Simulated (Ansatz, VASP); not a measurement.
Two plane-wave programs on Zn2Si3N

Contents of INCAR:

```
PREC     = Accurate       # precision mode
ENCUT    = 600            # plane-wave cutoff, eV
EDIFF    = 1E-6           # SCF threshold, eV
ISMEAR   = 0              # smearing method
SIGMA    = 0.1            # smearing width, eV
LREAL    = F              # projectors in reciprocal space
LASPH    = T              # aspherical terms in the spheres
NELM     = 100            # most SCF steps
ALGO     = Normal         # electronic algorithm
ISIF     = 3              # what is computed and relaxed
LWAVE    = F              # write WAVECAR
LCHARG   = F              # write CHGCAR
GGA      = PE             # functional
IBRION   = 2              # ionic algorithm
NSW      = 90             # ionic steps
EDIFFG   = -0.04          # ionic threshold
```

File KPOINTS:

```
regular mesh
0
Gamma
  6 6 2
```

The input POSCAR:

```
Zn2Si3N
1.0
    3.3999560600      0.0000000000      0.0000000000
   -1.6999780300      2.9444483200      0.0000000000
    0.0000000000      0.0000000000      8.3308363100
Zn Si N
2 3 1
Direct
    0.3333333300      0.6666666700      0.6638077500
    0.6666666700      0.3333333300      0.3361922500
    0.3333333300      0.6666666700      0.1732381300
    0.6666666700      0.3333333300      0.8267618700
    0.0000000000      0.0000000000      0.5000000000
    0.0000000000      0.0000000000      0.0000000000
```

Input for Ansatz:

```yaml
crystal:
  lattice:
    - [3.39995606, 0.0, 0.0]
    - [-1.69997803, 2.94444832, 0.0]
    - [0.0, 0.0, 8.33083631]
  atoms:
    - { symbol: Zn, position: [0.33333333, 0.66666667, 0.66380775] }
    - { symbol: Zn, position: [0.66666667, 0.33333333, 0.33619225] }
    - { symbol: Si, position: [0.33333333, 0.66666667, 0.17323813] }
    - { symbol: Si, position: [0.66666667, 0.33333333, 0.82676187] }
    - { symbol: Si, position: [0.0, 0.0, 0.5] }
    - { symbol: "N", position: [0.0, 0.0, 0.0] }
basis:
  ecutwfc: 420
kpoints:
  mp_grid: { grid: [6, 6, 2] }
hamiltonian:
  xc: pbe
scf:
  occupations: { method: gaussian, width: 0.1 }
  lower_state_search: "off"
output:
  forces: true
  stress: true
  eigenvalues: true
relax:
  adjacent_minimum: "off"
  f_tol: 0.04
  max_steps: 70
  cell: { stress_tol: 0.4 }
```

Change from the starting cell: species swapped into the Sn2PbSe3 type (P-3m1, No. 164).

Alike in both runs: task relaxation of cell and atoms; functional PBE; k mesh 6 × 6 × 2; occupations gaussian, width 0.1 eV; no spin polarisation.

```csv
,VASP,Ansatz
version,VASP 6.6.1,Ansatz 0.2.0
potentials or method,"VASP PAW PBE potentials, release 64 (Zn, Si, N), cutoff 600 eV","scalar-relativistic, plane waves, PAW"
valence electrons in the cell,41,41
```

|  | VASP | Ansatz | Ansatz less VASP |
| --- | --- | --- | --- |
| gap on the k mesh at the Fermi level, each at its own relaxed structure (eV) | none | none | - |
| relaxed volume (Å³/atom) | 13.19 | 13.22 | +0.028 |
| relaxed cell length with the largest relative difference (Å) | 10.469 | 10.488 | +0.0189 |

A gap of «none» marks a metal or a gap that the smearing closes.

The k mesh is coarse, so the values compare programs but aren't converged.
